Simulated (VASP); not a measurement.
# Rh in VASP: single point with r2SCAN

Aim: the single point of Rh with r2SCAN.

Everything below comes from runs of VASP 6.6.1. Logs are shortened: lines on timing, memory, paths and dates and some standing lists are left out, and cuts for length are marked.

## 1. The cell of the first run

The typed cell holds 1 atom: a = 2.687 Å, b = 2.687 Å, c = 2.687 Å, α = 120.00°, β = 120.00°, γ = 90.00°.

## 2. Single point, r2SCAN

The input, POSCAR:

```
Rh
1.0
   -1.3434850395      1.3434850395      1.8998523772
    1.3434850395     -1.3434850395      1.8998523772
    1.3434850395      1.3434850395     -1.8998523772
Rh
1
Direct
    0.5000000000      0.5000000000      0.0000000000
```

The input, INCAR.step1:

```
PREC = Accurate
ENCUT = 580
ISMEAR = 0
SIGMA = 0.1
LREAL = False
LASPH = True
NELM = 120
NBANDS = 14
GGA = PE
ALGO = Normal
EDIFF = 1E-5
LWAVE = True
LCHARG = False
GGA_COMPAT = False
```

The input, INCAR.step2:

```
PREC = Accurate
ENCUT = 580
EDIFF = 1E-6
ISMEAR = 0
SIGMA = 0.1
LREAL = False
LASPH = True
NELM = 120
ALGO = Normal
ISIF = 2
LWAVE = False
LCHARG = False
METAGGA = R2SCAN
LMIXTAU = True
NBANDS = 14
ISTART = 1
GGA_COMPAT = False
```

The input, KPOINTS:

```
Automatic mesh
0
Gamma
  28 28 28
```

Potentials or basis: VASP PAW PBE potentials, release 64 (Rh_sv_GW).

The run is started by

```console
> cat potpaw_PBE.64/Rh_sv_GW/POTCAR > POTCAR
> cp INCAR.step1 INCAR
> mpirun -np 1 vasp_std > vasp.out
> cp INCAR.step2 INCAR
> mpirun -np 1 vasp_std > vasp.out
```

OUTCAR:

```text
PREC = Accurate
   ENCUT = 580
   EDIFF = 1E-6
   ISMEAR = 0
   LREAL = False
   LASPH = True
   NELM = 120
   ISIF = 2
   METAGGA = R2SCAN
   ISTART = 1

 ion  position               nearest neighbor table
   1  0.500  0.500  0.000-

  LATTYP: Found a body centered tetragonal cell.
 ALAT       =     2.6869700790
 C/A-ratio  =     1.4141224661

  Lattice vectors:

 A1 = (  -1.3434850395,   1.3434850395,   1.8998523772)
 A2 = (   1.3434850395,  -1.3434850395,   1.8998523772)
 A3 = (   1.3434850395,   1.3434850395,  -1.8998523772)

Analysis of symmetry for initial positions (statically):
=====================================================================
 Subroutine PRICEL returns:
 Original cell was already a primitive cell.

 Routine SETGRP: Setting up the symmetry group for a
 body centered tetragonal supercell.

 Subroutine GETGRP returns: Found 16 space group operations
 (whereof 16 operations were pure point group operations)
 out of a pool of 16 trial point group operations.

The static configuration has the point symmetry D_4h.

Analysis of symmetry for dynamics (positions and initial velocities):
=====================================================================
 Subroutine PRICEL returns:
 Original cell was already a primitive cell.

 Routine SETGRP: Setting up the symmetry group for a
 body centered tetragonal supercell.

 Subroutine GETGRP returns: Found 16 space group operations
 (whereof 16 operations were pure point group operations)
 out of a pool of 16 trial point group operations.

The dynamic configuration has the point symmetry D_4h.

 Subroutine INISYM returns: Found 16 space group operations
 (whereof 16 operations are pure point group operations),
 and found     1 'primitive' translations

----------------------------------------------------------------------------------------

                                     Primitive cell

  volume of cell :      13.7166

  direct lattice vectors                    reciprocal lattice vectors
    -1.343485039  1.343485039  1.899852377     0.000000000  0.372166407  0.263178343
     1.343485039 -1.343485039  1.899852377     0.372166407  0.000000000  0.263178343
     1.343485039  1.343485039 -1.899852377     0.372166407  0.372166407  0.000000000

  length of vectors
     2.686883540  2.686883540  2.686883540     0.455818686  0.455818686  0.526322780

  position of ions in fractional coordinates (direct lattice)
     0.500000000  0.500000000  0.000000000

  ion indices of the primitive-cell ions
   primitive index   ion index
                 1           1

----------------------------------------------------------------------------------------

 KPOINTS: Automatic mesh

Automatic generation of k-mesh.
 Grid dimensions read from file:
 generate k-points for:   28   28   28

 Generating k-lattice:

  Cartesian coordinates                     Fractional coordinates (reciprocal lattice)
     0.000000000  0.013291657  0.009399227     0.035714286  0.000000000 -0.000000000
     0.013291657  0.000000000  0.009399227     0.000000000  0.035714286 -0.000000000
     0.013291657  0.013291657  0.000000000     0.000000000  0.000000000  0.035714286

  Length of vectors
     0.016279239  0.016279239  0.018797242

  Shift w.r.t. Gamma in fractional coordinates (k-lattice)
     0.000000000  0.000000000  0.000000000

 Subroutine IBZKPT returns following result:
 ===========================================

 Found   1639 irreducible k-points:

 Following reciprocal coordinates:
            Coordinates               Weight
  0.000000  0.000000  0.000000      1.000000
  0.035714  0.000000 -0.000000      8.000000
  0.071429  0.000000 -0.000000      8.000000
  0.107143  0.000000 -0.000000      8.000000
  0.142857  0.000000  0.000000      8.000000
  0.178571  0.000000 -0.000000      8.000000
[... 16 lines left out ...]
  0.285714  0.035714 -0.000000     16.000000
  0.321429  0.035714 -0.000000     16.000000
 [... further k-points ...]
   k-points           NKPTS =   1639   k-points in BZ     NKDIM =   1639   number of bands    NBANDS=     14
   number of dos      NEDOS =    301   number of ions     NIONS =      1
   total plane-waves  NPLWV =  13824
   dimension x,y,z NGX =    24 NGY =   24 NGZ =   24
   dimension x,y,z NGXF=    48 NGYF=   48 NGZF=   48
   ions per type =               1
   NGX,Y,Z   is equivalent  to a cutoff of  14.85, 14.85, 14.85 a.u.
   NGXF,Y,Z  is equivalent  to a cutoff of  29.70, 29.70, 29.70 a.u.
 SYSTEM =  unknown system
   PREC   = accura    normal or accurate (medium, high low for compatibility)
   ISTART =      1    job   : 0-new  1-cont  2-samecut
   ICHARG =      0    charge: 1-file 2-atom 10-const
   ISPIN  =      1    spin polarized calculation?
   LNONCOLLINEAR =      F non collinear calculations
   LSORBIT =      F    spin-orbit coupling
   LASPH  =      T    aspherical Exc in radial PAW
   ENCUT  =  580.0 eV  42.63 Ry    6.53 a.u.   5.28  5.28  5.28*2*pi/ulx,y,z
   NELM   =    120;   NELMIN=  2; NELMDL=  0     # of ELM steps
   EDIFF  = 0.1E-05   stopping-criterion for ELM
   LREAL  =      F    real-space projection
   EDIFFG = 0.1E-04   stopping-criterion for IOM
   NSW    =      0    number of steps for IOM
   IBRION =     -1    ionic relax: 0-MD 1-quasi-New 2-CG
   NFREE  =      0    steps in history (QN), initial steepest desc. (CG)
   ISIF   =      2    stress and relaxation
   ISYM   =      2    0-nonsym 1-usesym 2-fastsym
   POTIM  = 0.5000    time-step for ionic-motion
   TEBEG  =    0.0;   TEEND  =   0.0 temperature during run
   PSTRESS=    0.0 pullay stress
   NELECT =      17.0000    total number of electrons
   NUPDOWN=      -1.0000    fix difference up-down
   EMIN   =  10.00;   EMAX   =-10.00  energy-range for DOS
   EFERMI =   0.00;   METHOD = LEGACY
   ISMEAR =     0;   SIGMA  =   0.10  broadening in eV -4-tet -1-fermi 0-gaus
   EFERMI_NEDOS =   21; number of points for ismear=-14 and -15
   IALGO  =     38    algorithm
   IMIX   =      4    mixing-type and parameters
     AMIX     =   0.40;   BMIX     =  1.00
     AMIX_MAG =   1.60;   BMIX_MAG =  1.00
  volume/ion in A,a.u.               =      13.72        92.56
  Fermi-wavevector in a.u.,A,eV,Ry     =   1.758501  3.323085 42.073649  3.092326
  Thomas-Fermi vector in A             =   2.827647
   LORBIT       =      0    0 simple, 1 ext, 2 COOP (PROOUT), +10 PAW based schemes
   METAGGA = R2SCAN    functional components
   LHFCALC =     F    Hartree Fock is set to
   AEXX    =    0.0000 exact exchange contribution
   IVDW    =     0    specifies the selected vdW correction
   LEPSILON=     F    determine dielectric tensor
   LRPA    =     F    only Hartree local field effects (RPA)
 non-spin polarized calculation
 Gauss-broadening in eV      SIGMA  =   0.10
  energy-cutoff  :      580.00
  volume of cell :       13.72
 maximum number of plane-waves:       448
 NGX is ok and might be reduce to    24
   NGX = 11   NGY = 11   NGZ = 11

 number of electron      17.0000001 magnetization

 Free energy of the ion-electron system (eV)
  ---------------------------------------------------
  ext. energy  EPLUGINS =         0.00000000
  ---------------------------------------------------
  free energy    TOTEN  =       -23.28475839 eV

  energy without entropy =      -23.27806304  energy(sigma->0) =      -23.28141072

 E-fermi :  10.7258     XC(G=0): -15.2902

 val. band max:       10.7246907416   @ k =  -0.3571   0.3571   0.0714
 cond. band min:      10.7258974874   @ k =  -0.2143  -0.2857   0.1786
 fundamental gap:      0.0012067458
 Fermi energy:        10.7257982704

 k-point     1 :       0.0000    0.0000    0.0000
  band No.  band energies     occupation
      1     -70.4495      2.00000
      2     -37.0747      2.00000
      3     -37.0747      2.00000
      4     -37.0746      2.00000
      5       2.5589      2.00000
      6       7.5509      2.00000
      7       7.5509      2.00000
      8       7.5517      2.00000
      9       9.6521      2.00000
     10       9.6530      2.00000
     11      27.1908      0.00000
     12      32.8517      0.00000
     13      32.8517      0.00000
     14      32.8538      0.00000

 k-point     2 :       0.0357    0.0000   -0.0000
  band No.  band energies     occupation
      1     -70.4480      2.00000
      2     -37.0855      2.00000
      3     -37.0763      2.00000
      4     -37.0762      2.00000
      5       2.6129      2.00000
      6       7.5261      2.00000
      7       7.5721      2.00000
      8       7.5726      2.00000
      9       9.6397      2.00000
     10       9.6406      2.00000
     11      27.2693      0.00000
     12      32.5603      0.00000
     13      32.9299      0.00000
     14      32.9313      0.00000

 k-point     3 :       0.0714    0.0000   -0.0000
  band No.  band energies     occupation
      1     -70.4434      2.00000
      2     -37.1157      2.00000
      3     -37.0806      2.00000
      4     -37.0805      2.00000
      5       2.7722      2.00000
      6       7.4569      2.00000
      7       7.6329      2.00000
      8       7.6334      2.00000
      9       9.6071      2.00000
     10       9.6079      2.00000
     11      27.4951      0.00000
     12      31.8270      0.00000
     13      33.1617      0.00000
     14      33.1631      0.00000

 k-point     4 :       0.1071    0.0000   -0.0000
  band No.  band energies     occupation
      1     -70.4361      2.00000
      2     -37.1638      2.00000
      3     -37.0871      2.00000
      4     -37.0870      2.00000
      5       3.0276      2.00000
      6       7.3587      2.00000
      7       7.7229      2.00000
      8       7.7233      2.00000
      9       9.5672      2.00000
     10       9.5679      2.00000
     11      27.8365      0.00000
     12      30.8783      0.00000
     13      33.5382      0.00000
     14      33.5396      0.00000

 k-point     5 :       0.1429    0.0000    0.0000
  band No.  band energies     occupation
      1     -70.4263      2.00000
      2     -37.2278      2.00000
      3     -37.0957      2.00000
      4     -37.0957      2.00000
      5       3.3607      2.00000
      6       7.2579      2.00000
      7       7.8220      2.00000
      8       7.8225      2.00000
      9       9.5425      2.00000
     10       9.5432      2.00000
     11      28.2328      0.00000
[... 276 lines left out ...]
 k-point    22 :       0.2500    0.0357   -0.0000
  band No.  band energies     occupation
      1     -70.3821      2.00000
      2     -37.5055      2.00000
      3     -37.1481      2.00000
      4     -37.1276      2.00000
      5       4.5060      2.00000
      6       7.4803      2.00000
      7       7.9049      2.00000
      8       7.9158      2.00000
      9       9.7215      2.00000
     10      10.1742      2.00000
     11      26.1916      0.00000
     12      28.8430      0.00000
     13      35.1649      0.00000
     14      36.8111      0.00000

 k-point    23 :       0.2857    0.0357   -0.0000
  band No.  band energies     occupation
      1     -70.3685      2.00000
      2     -37.5905      2.00000
      3     -37.1599      2.00000
      4     -37.1398      2.00000
      5       4.6163      2.00000
      6       7.7742      2.00000
      7       7.8308      2.00000
      8       8.0103      2.00000
      9       9.9936      2.00000
     10      10.4653      1.99977
     11      25.0203      0.00000
     12      28.5057      0.00000
     13      34.8873      0.00000
     14      36.7850      0.00000

 k-point    24 :       0.3214    0.0357   -0.0000
  band No.  band energies     occupation
      1     -70.3558      2.00000
      2     -37.6693      2.00000
      3     -37.1706      2.00000
      4     -37.1516      2.00000
      5       4.6228      2.00000
      6       7.6971      2.00000
      7       7.7316      2.00000
      8       8.6341      2.00000
      9      10.2985      2.00000
     10      10.7879      0.37950
     11      23.8132      0.00000
     12      28.0685      0.00000
     13      34.2470      0.00000
     14      35.6589      0.00000

 [... further k-points ...]

------------------------ aborting loop because EDIFF is reached ----------------------------------------

  FORCE on cell =-STRESS in cart. coord.  units (eV):
  Direction    XX          YY          ZZ          XY          YZ          ZX
  --------------------------------------------------------------------------------------
  -------------------------------------------------------------------------------------
  Total       -0.1354463     -0.1354463     -0.1341209      0.0000000      0.0000000     -0.0000000
  in kB      -15.8209413    -15.8209413    -15.6661232      0.0000000      0.0000000     -0.0000000
  external PRESSURE =     -15.7693353 kB  Pullay stress =       0.0000000 kB

 VOLUME and BASIS-vectors are now :
 -----------------------------------------------------------------------------
  energy-cutoff  :      580.00
  volume of cell :       13.72
      direct lattice vectors                 reciprocal lattice vectors
    -1.343485039  1.343485039  1.899852377     0.000000000  0.372166407  0.263178343
     1.343485039 -1.343485039  1.899852377     0.372166407  0.000000000  0.263178343
     1.343485039  1.343485039 -1.899852377     0.372166407  0.372166407  0.000000000

 POSITION                                       TOTAL-FORCE (eV/Angst)
 -----------------------------------------------------------------------------------
      0.00000      0.00000      1.89985        -0.000000      0.000000      0.000000
 -----------------------------------------------------------------------------------
    total drift:                               -0.000000      0.000000      0.000000

  FREE ENERGIE OF THE ION-ELECTRON SYSTEM (eV)
  ---------------------------------------------------
  free  energy   TOTEN  =       -23.2847583948 eV

  energy  without entropy=      -23.2780630430  energy(sigma->0) =      -23.28141072
```

Wall time 21 min (1 thread of AMD EPYC 9R45 (Zen 5), shared host); peak memory 0.54 GiB.

Results:

```yaml
Free_energy: -23.2848 eV
Pressure: -1.6 GPa
Band_gap_on_the_k_mesh: zero (an odd number of electrons rules out a gap without spin polarisation)
```

Levels at points of the mesh, in eV from the Fermi level:
| k point | band 4 | band 5 | band 6 | band 7 | band 8 | band 9 | band 10 | band 11 | band 12 | band 13 |
| --- | --- | --- | --- | --- | --- | --- | --- | --- | --- | --- |
| (0.00, 0.00, 0.00) | -47.80 | -8.17 | -3.17 | -3.17 | -3.17 | -1.07 | -1.07 | 16.47 | 22.13 | 22.13 |
| (0.50, 0.00, 0.00) | -47.91 | -6.34 | -3.29 | -3.29 | 0.59 | 0.59 | 0.90 | 9.13 | 16.08 | 22.03 |
| (0.50, 0.50, 0.00) | -48.09 | -6.55 | -6.18 | 0.51 | 1.05 | 1.05 | 3.49 | 12.91 | 13.97 | 13.97 |
| (0.50, 0.50, 0.50) | -48.09 | -6.55 | -6.18 | 0.51 | 1.05 | 1.05 | 3.49 | 12.91 | 13.97 | 13.97 |

Caveat: the PAW data sets were made with another functional, which shifts forces and pressure a little.
